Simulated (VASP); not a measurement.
Input of a VASP 6.6.1 run:

INCAR

```
SYSTEM = LiH
  PREC = Accurate
  ENCUT = 520
  EDIFF = 1E-7
  ISMEAR = 0
  SIGMA = 0.05
  LREAL = .False.
  LASPH = .True.
  NELM = 100
  ALGO = Normal
  ISIF = 2
  LWAVE = .False.
  LCHARG = .True.
  GGA = PS
  LELF = .True.
  LVHAR = .True.
  NBANDS = 9
```

File KPOINTS:

```
regular mesh
0
Gamma
  14 14 14
  0 0 0
```

File POSCAR:

```
LiH
1.0
    0.0000000000      1.9899638738      1.9899638738
    1.9899638738      0.0000000000      1.9899638738
    1.9899638738      1.9899638738      0.0000000000
Li H
1 1
Direct
    0.0502521686      0.0502521686     -0.0502521686
    0.5000000000      0.5000000000      0.5000000000
```

Potentials or basis: VASP PAW PBE potentials, release 64 (Li_sv, H).

Launch:

```console
$ cat potpaw_PBE.64/Li_sv/POTCAR potpaw_PBE.64/H/POTCAR > POTCAR
$ mpirun -np 1 vasp_std > vasp.out
```

**Question.** What does it give for the largest force?

**Answer.** 0.328 eV/Å.

**Question.** Predict the band gap on the k mesh.

**Answer.** 2.74 eV, direct.

Forces in eV/Å, atoms in the order of the input:
```
Li   0.000  0.000 -0.328
H    0.000  0.000  0.328
```

Caveat: the cell differs from its parent crystal (atom 1 (Li) moved 0.2 Å along z); the PAW data sets were made with another functional, which shifts forces and pressure a little. A k mesh can miss the band edges.
